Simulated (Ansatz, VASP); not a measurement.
**One calculation of C, two programs**

```
C
1.0
    -2.45891    0.00000    0.00000
    -1.22946   -2.12948    0.00000
     0.00000    0.00000   10.49430
C
6
Direct
  0.66667 0.66667 0.17139
  0.00000 0.00000 0.85711
  0.33333 0.33333 0.51425
  0.66667 0.66667 0.85717
  0.00000 0.00000 0.51430
  0.33333 0.33333 0.17144
```

Alike in both runs: task single point; functional PBEsol; k mesh 15 × 15 × 3; occupations gaussian, width 0.05 eV; no spin polarisation.

```csv
,VASP,Ansatz
version,VASP 6.6.1,Ansatz 0.2.0
potentials or method,"VASP PAW PBE potentials, release 64 (C), cutoff 520 eV","scalar-relativistic, plane waves, PAW"
valence electrons in the cell,24,24
```

|  | VASP | Ansatz | Ansatz less VASP |
| --- | --- | --- | --- |
| gap on the k mesh at the Fermi level (eV) | 0.43 | 0.43 | 0.000 |
| least direct gap on the mesh (eV) | 0.43 | 0.43 | 0.000 |
| pressure (GPa) | 0.8 | 0.2 | -0.65 |
| traceless stress, the component that is largest in VASP (GPa) | -0.30 | 0.42 | +0.721 |
| rms of the force components (eV/Å) | 0.015 | 0.014 | -0.0004 |

VASP's potentials were made for PBE, not for PBEsol. Atom by atom the forces differ by 0.000 eV/Å (rms over components).
